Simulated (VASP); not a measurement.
# CoSi2 (Fm-3m) in VASP: notebook

Runs on CoSi2. Level: PBE. Tasks: single point.

Program: VASP 6.6.1. These are calculated values, not measurements. Logs are shortened: lines on timing, memory, paths and dates and some standing lists are left out, and cuts for length are marked.

## Step 1: The cell of the first run

Symmetry: Fm-3m, No. 225, cubic system. The conventional cell has a = 5.356 Å, b = 5.356 Å, c = 5.356 Å, α = 90.00°, β = 90.00°, γ = 90.00°. Co (site symmetry m-3m) has 8 Si at 2.32 Å within 3.1 Å. Si (site symmetry -43m) has 4 Co at 2.32 Å and 6 Si at 2.68 Å within 3.1 Å.

## Step 2: Single point, PBE, collinear spin, ferromagnetic start

INCAR

```
ALGO = Normal
EDIFF = 1E-6
ENCUT = 520
GGA = PE
ISIF = 2
ISMEAR = 0
ISPIN = 2
LASPH = True
LCHARG = True
LELF = True
LMAXMIX = 4
LORBIT = 11
LREAL = False
LVHAR = True
LWAVE = False
MAGMOM = 2 0 0
NBANDS = 20
NELM = 150
PREC = Accurate
SIGMA = 0.023
```

KPOINTS

```
k-points
0
Gamma
  9 9 9
```

POSCAR

```
CoSi2
1.0
    0.0000000000      2.6780000000      2.6780000000
    2.6780000000      0.0000000000      2.6780000000
    2.6780000000      2.6780000000      0.0000000000
Co Si
1 2
Direct
    0.0000000000      0.0000000000      0.0000000000
    0.7500000000      0.7500000000      0.7500000000
    0.2500000000      0.2500000000      0.2500000000
```

Potentials or basis: VASP PAW PBE potentials, release 64 (Co, Si).

The run is started by

```bash
$ cat potpaw_PBE.64/Co/POTCAR potpaw_PBE.64/Si/POTCAR > POTCAR
$ mpirun -np 1 vasp_std > vasp.out
```

OUTCAR:

```text
EDIFF = 1E-6
   ENCUT = 520
   GGA = PE
   ISIF = 2
   ISMEAR = 0
   ISPIN = 2
   LASPH = True
   LORBIT = 11
   LREAL = False
   NELM = 150
   PREC = Accurate

 ion  position               nearest neighbor table
   1  0.000  0.000  0.000-   2 2.32   3 2.32   2 2.32   2 2.32   3 2.32   2 2.32   3 2.32   3 2.32

   2  0.750  0.750  0.750-   1 2.32   1 2.32   1 2.32   1 2.32   3 2.68   3 2.68   3 2.68   3 2.68
                             3 2.68   3 2.68
   3  0.250  0.250  0.250-   1 2.32   1 2.32   1 2.32   1 2.32   2 2.68   2 2.68   2 2.68   2 2.68
                             2 2.68   2 2.68

  LATTYP: Found a face centered cubic cell.
 ALAT       =     5.3560000000

  Lattice vectors:

 A1 = (   0.0000000000,   2.6780000000,   2.6780000000)
 A2 = (   2.6780000000,   0.0000000000,   2.6780000000)
 A3 = (   2.6780000000,   2.6780000000,   0.0000000000)

Analysis of symmetry for initial positions (statically):
=====================================================================
 Subroutine PRICEL returns:
 Original cell was already a primitive cell.

 Routine SETGRP: Setting up the symmetry group for a
 face centered cubic supercell.

 Subroutine GETGRP returns: Found 48 space group operations
 (whereof 48 operations were pure point group operations)
 out of a pool of 48 trial point group operations.

The static configuration has the point symmetry O_h .

Analysis of symmetry for dynamics (positions and initial velocities):
=====================================================================
 Subroutine PRICEL returns:
 Original cell was already a primitive cell.

 Routine SETGRP: Setting up the symmetry group for a
 face centered cubic supercell.

 Subroutine GETGRP returns: Found 48 space group operations
 (whereof 48 operations were pure point group operations)
 out of a pool of 48 trial point group operations.

The dynamic configuration has the point symmetry O_h .

Analysis of structural, dynamic, and magnetic symmetry:
=====================================================================
 Subroutine PRICEL returns:
 Original cell was already a primitive cell.

 Routine SETGRP: Setting up the symmetry group for a
 face centered cubic supercell.

 Subroutine GETGRP returns: Found 48 space group operations
 (whereof 48 operations were pure point group operations)
 out of a pool of 48 trial point group operations.

The overall configuration has the point symmetry O_h .

 Subroutine INISYM returns: Found 48 space group operations
 (whereof 48 operations are pure point group operations),
 and found     1 'primitive' translations

----------------------------------------------------------------------------------------

[... 118 lines left out ...]
   LORBIT       =     11    0 simple, 1 ext, 2 COOP (PROOUT), +10 PAW based schemes
   GGA     = PE    functional components
   LHFCALC =     F    Hartree Fock is set to
   AEXX    =    0.0000 exact exchange contribution
   IVDW    =     0    specifies the selected vdW correction
   LEPSILON=     F    determine dielectric tensor
   LRPA    =     F    only Hartree local field effects (RPA)
 spin polarized calculation
 Gauss-broadening in eV      SIGMA  =   0.02
  energy-cutoff  :      520.00
  volume of cell :       38.41
 maximum number of plane-waves:      1044
   NGX = 15   NGY = 15   NGZ = 15

 number of electron      16.9999995 magnetization       0.0003309

 number of electron      16.9999995 magnetization      -0.0010871

 Free energy of the ion-electron system (eV)
  ---------------------------------------------------
  ext. energy  EPLUGINS =         0.00000000
  ---------------------------------------------------
  free energy    TOTEN  =       -19.28979964 eV

  energy without entropy =      -19.28940721  energy(sigma->0) =      -19.28960342

 E-fermi :  10.0559     XC(G=0): -11.7461

 val. band max:       10.0451301223   @ k =  -0.2222   0.1111   0.0000
 cond. band min:      10.0891255147   @ k =   0.3333   0.1111   0.0000
 fundamental gap:      0.0439953924
 Fermi energy:        10.0559062544

 spin component 1

 k-point     1 :       0.0000    0.0000    0.0000
  band No.  band energies     occupation
      1      -3.0319      1.00000
      2       6.0204      1.00000
      3       6.0204      1.00000
      4       6.0204      1.00000
      5       8.1946      1.00000
      6       8.1946      1.00000
[... 541 lines left out ...]
     19      25.1454      0.00000
     20      25.1454      0.00000

 [... further k-points ...]

 spin component 2

 k-point     1 :       0.0000    0.0000    0.0000
  band No.  band energies     occupation
      1      -3.0319      1.00000
      2       6.0200      1.00000
      3       6.0200      1.00000
      4       6.0200      1.00000
      5       8.1944      1.00000
      6       8.1944      1.00000
[... 541 lines left out ...]
     19      25.1453      0.00000
     20      25.1453      0.00000

 [... further k-points ...]
[... 5 lines left out ...]
  --------------------------------------------------------------------------------------
  -------------------------------------------------------------------------------------
  Total        0.0767191      0.0767191      0.0767191     -0.0000000     -0.0000000     -0.0000000
  in kB        3.2000168      3.2000168      3.2000168     -0.0000000     -0.0000000     -0.0000000
  external PRESSURE =       3.2000168 kB  Pullay stress =       0.0000000 kB

 VOLUME and BASIS-vectors are now :
 -----------------------------------------------------------------------------
  energy-cutoff  :      520.00
  volume of cell :       38.41
      direct lattice vectors                 reciprocal lattice vectors
     0.000000000  2.678000000  2.678000000    -0.186706497  0.186706497  0.186706497
     2.678000000  0.000000000  2.678000000     0.186706497 -0.186706497  0.186706497
     2.678000000  2.678000000  0.000000000     0.186706497  0.186706497 -0.186706497

 POSITION                                       TOTAL-FORCE (eV/Angst)
 -----------------------------------------------------------------------------------
      0.00000      0.00000      0.00000         0.000000      0.000000     -0.000000
      4.01700      4.01700      4.01700        -0.000000     -0.000000     -0.000000
      1.33900      1.33900      1.33900         0.000000      0.000000      0.000000
 -----------------------------------------------------------------------------------
    total drift:                               -0.000000     -0.000000      0.000000

  FREE ENERGIE OF THE ION-ELECTRON SYSTEM (eV)
  ---------------------------------------------------
  free  energy   TOTEN  =       -19.2897996387 eV

  energy  without entropy=      -19.2894072095  energy(sigma->0) =      -19.28960342

 total charge

# of ion       s       p       d       tot
------------------------------------------
    1        0.541   0.718   7.597   8.856
    2        0.718   0.872   0.000   1.590
    3        0.718   0.872   0.000   1.590
--------------------------------------------------
tot          1.977   2.463   7.597  12.037

 magnetization (x)

# of ion       s       p       d       tot
------------------------------------------
    1       -0.000  -0.000  -0.000  -0.000
    2        0.000   0.000   0.000   0.000
    3        0.000   0.000   0.000   0.000
--------------------------------------------------
tot         -0.000  -0.000  -0.000  -0.000
```

stdout:

```text
POSCAR found type information on POSCAR CoSi
 POSCAR found :  2 types and       3 ions
 scaLAPACK will be used
 LDA part: xc-table for (Slater+PW92), standard interpolation
 POSCAR, INCAR and KPOINTS ok, starting setup
 FFT: planning ... GRIDC
 FFT: planning ... GRID_SOFT
 FFT: planning ... GRID
 WAVECAR not read
 entering main loop
```

Wall time 39 s (1 thread of Intel Xeon 6975P-C (Granite Rapids), shared host); peak memory 0.19 GiB.

What came out:

| Item | Value |
| --- | --- |
| Free energy | -19.2898 eV |
| Pressure | 0.3 GPa |
| Net moment | 0.00 μB per cell |
| Valence electrons inside the program's atomic spheres | Co 8.86; Si 1.59 |

Levels at points of the mesh, in eV from the Fermi level:
Spin up:
```
           k point  band 7  band 8  band 9  band 10  band 11  band 12
(0.00, 0.00, 0.00)    0.79    3.45    3.45     3.45     3.49     3.49
```
Spin down:
```csv
k point,band 7,band 8,band 9,band 10,band 11,band 12
"(0.00, 0.00, 0.00)",0.79,3.45,3.45,3.45,3.49,3.49
```

Caveat: the starting moments collapsed, and a magnetic state may lie lower.

## Step 3: Single point, PBE, collinear spin, ferromagnetic start

INCAR

```
ALGO = Normal ; EDIFF = 1E-6
ENCUT = 520 ; GGA = PE
ISIF = 2 ; ISMEAR = 0
ISPIN = 2 ; LASPH = T
LCHARG = F ; LMAXMIX = 4
LORBIT = 11 ; LREAL = F
LWAVE = F ; MAGMOM = 2 0 0
NBANDS = 20 ; NELM = 150
PREC = Accurate ; SIGMA = 0.024
```

KPOINTS is that of step 2.

POSCAR is that of step 2.

Potentials or basis: VASP PAW PBE potentials, release 64 (Co, Si).

The run is started by

```bash
$ cat potpaw_PBE.64/Co/POTCAR potpaw_PBE.64/Si/POTCAR > POTCAR
$ mpirun -np 1 vasp_std > vasp.out
```

Wall time 34 s (1 thread of Intel Xeon 6975P-C (Granite Rapids), shared host); peak memory 0.19 GiB.

Results (log left out):

```
Free energy                                           : -19.2898 eV
Pressure                                              : 0.3 GPa
Net moment                                            : 0.00 μB per cell
Valence electrons inside the program's atomic spheres : Co 8.86; Si 1.59
```

Levels at points of the mesh, in eV from the Fermi level:
Spin up:
```csv
k point,band 5,band 6,band 7,band 8,band 9,band 10,band 11,band 12,band 13,band 14
"(0.00, 0.00, 0.00)",-1.86,-1.86,0.79,3.45,3.45,3.45,3.49,3.49,3.49,5.70
```
Spin down:
| k point | band 7 | band 8 | band 9 | band 10 | band 11 | band 12 |
| --- | --- | --- | --- | --- | --- | --- |
| (0.00, 0.00, 0.00) | 0.79 | 3.45 | 3.45 | 3.45 | 3.49 | 3.49 |

Caveat: the starting moments collapsed, and a magnetic state may lie lower.

## Step 4: Single point, PBE, collinear spin, ferromagnetic start

INCAR

```
ALGO = Normal
EDIFF = 1E-7
ENCUT = 520
GGA = PE
ISIF = 2
ISMEAR = 0
ISPIN = 2
LASPH = True
LCHARG = False
LMAXMIX = 4
LORBIT = 11
LREAL = False
LWAVE = False
MAGMOM = 2 0 0
NBANDS = 20
NELM = 150
PREC = Accurate
SIGMA = 0.025
```

KPOINTS is that of step 3.

POSCAR is that of step 3.

Potentials or basis: VASP PAW PBE potentials, release 64 (Co, Si).

The run is started by

```bash
$ cat potpaw_PBE.64/Co/POTCAR potpaw_PBE.64/Si/POTCAR > POTCAR
$ mpirun -np 1 vasp_std > vasp.out
```

OUTCAR:

```text
EDIFF = 1E-7
   ENCUT = 520
   GGA = PE
   ISIF = 2
   ISMEAR = 0
   ISPIN = 2
   LASPH = True
   LORBIT = 11
   LREAL = False
   NELM = 150
   PREC = Accurate

 ion  position               nearest neighbor table
   1  0.000  0.000  0.000-   2 2.32   3 2.32   2 2.32   2 2.32   3 2.32   2 2.32   3 2.32   3 2.32

   2  0.750  0.750  0.750-   1 2.32   1 2.32   1 2.32   1 2.32   3 2.68   3 2.68   3 2.68   3 2.68
                             3 2.68   3 2.68
   3  0.250  0.250  0.250-   1 2.32   1 2.32   1 2.32   1 2.32   2 2.68   2 2.68   2 2.68   2 2.68
                             2 2.68   2 2.68

  LATTYP: Found a face centered cubic cell.
 ALAT       =     5.3560000000
[... 1330 lines left out ...]
  energy-cutoff  :      520.00
  volume of cell :       38.41
      direct lattice vectors                 reciprocal lattice vectors
     0.000000000  2.678000000  2.678000000    -0.186706497  0.186706497  0.186706497
     2.678000000  0.000000000  2.678000000     0.186706497 -0.186706497  0.186706497
     2.678000000  2.678000000  0.000000000     0.186706497  0.186706497 -0.186706497

 POSITION                                       TOTAL-FORCE (eV/Angst)
 -----------------------------------------------------------------------------------
      0.00000      0.00000      0.00000         0.000000      0.000000      0.000000
      4.01700      4.01700      4.01700         0.000000      0.000000      0.000000
      1.33900      1.33900      1.33900        -0.000000     -0.000000     -0.000000
 -----------------------------------------------------------------------------------
    total drift:                               -0.000000     -0.000000      0.000000

  FREE ENERGIE OF THE ION-ELECTRON SYSTEM (eV)
  ---------------------------------------------------
  free  energy   TOTEN  =       -19.2898349984 eV

  energy  without entropy=      -19.2893748414  energy(sigma->0) =      -19.28960492

 total charge

# of ion       s       p       d       tot
------------------------------------------
    1        0.541   0.718   7.597   8.856
    2        0.718   0.872   0.000   1.590
    3        0.718   0.872   0.000   1.590
--------------------------------------------------
tot          1.977   2.463   7.597  12.037

 magnetization (x)

# of ion       s       p       d       tot
------------------------------------------
    1       -0.000  -0.000  -0.000  -0.000
    2        0.000   0.000   0.000   0.000
    3        0.000   0.000   0.000   0.000
--------------------------------------------------
tot          0.000   0.000  -0.000  -0.000
```

Wall time 48 s (1 thread of Intel Xeon 6975P-C (Granite Rapids), shared host); peak memory 0.19 GiB.

What came out:

```yaml
Free_energy: -19.2898 eV
Pressure: 0.3 GPa
Net_moment: 0.00 μB per cell
Valence_electrons_inside_the_program's_atomic_spheres: Co 8.86; Si 1.59
```

Levels at points of the mesh, in eV from the Fermi level:
Spin up:
```csv
k point,band 7,band 8,band 9,band 10,band 11,band 12
"(0.00, 0.00, 0.00)",0.79,3.45,3.45,3.45,3.49,3.49
```
Spin down:
```tsv
k point	band 6	band 7	band 8	band 9	band 10	band 11	band 12	band 13
(0.00, 0.00, 0.00)	-1.86	0.79	3.45	3.45	3.45	3.49	3.49	3.49
```

Caveat: the starting moments collapsed, and a magnetic state may lie lower.

## Step 5: Single point, PBE, collinear spin, ferromagnetic start

INCAR

```
PREC     = Accurate       # precision mode
ENCUT    = 520            # plane-wave cutoff, eV
EDIFF    = 1E-7           # SCF threshold, eV
ISMEAR   = 0              # smearing method
SIGMA    = 0.026000000000000002 # smearing width, eV
LREAL    = False          # projectors in reciprocal space
LASPH    = True           # aspherical terms in the spheres
NELM     = 150            # most SCF steps
ALGO     = Normal         # electronic algorithm
ISIF     = 2              # what is computed and relaxed
LWAVE    = False          # write WAVECAR
LCHARG   = False          # write CHGCAR
ISPIN    = 2              # spin polarisation
MAGMOM   = 2 0 0          # initial moments
LORBIT   = 11             # projections on sites
LMAXMIX  = 4              # l up to which the mixer works
GGA      = PE             # functional
NBANDS   = 20             # bands
```

KPOINTS

```
Automatic mesh
0
Gamma
  9 9 9
```

POSCAR is that of step 4.

The run is started by

```bash
$ cat potpaw_PBE.64/Co/POTCAR potpaw_PBE.64/Si/POTCAR > POTCAR
$ mpirun -np 1 vasp_std > vasp.out
```

Run time: 34 s. Hardware: 1 thread of Intel Xeon 6975P-C (Granite Rapids), shared host; peak memory 0.19 GiB.

It converged, with:

* Free energy: -19.2899 eV
* Pressure: 0.3 GPa
* Net moment: 0.00 μB per cell
* Valence electrons inside the program's atomic spheres: Co 8.86; Si 1.59

Levels at points of the mesh, in eV from the Fermi level:
Spin up:
```
           k point  band 6  band 7  band 8  band 9  band 10  band 11  band 12  band 13
(0.00, 0.00, 0.00)   -1.86    0.79    3.45    3.45     3.45     3.49     3.49     3.49
```
Spin down:
```
           k point  band 7  band 8  band 9  band 10  band 11  band 12
(0.00, 0.00, 0.00)    0.79    3.45    3.45     3.45     3.49     3.49
```

Caveat: the starting moments collapsed, and a magnetic state may lie lower.
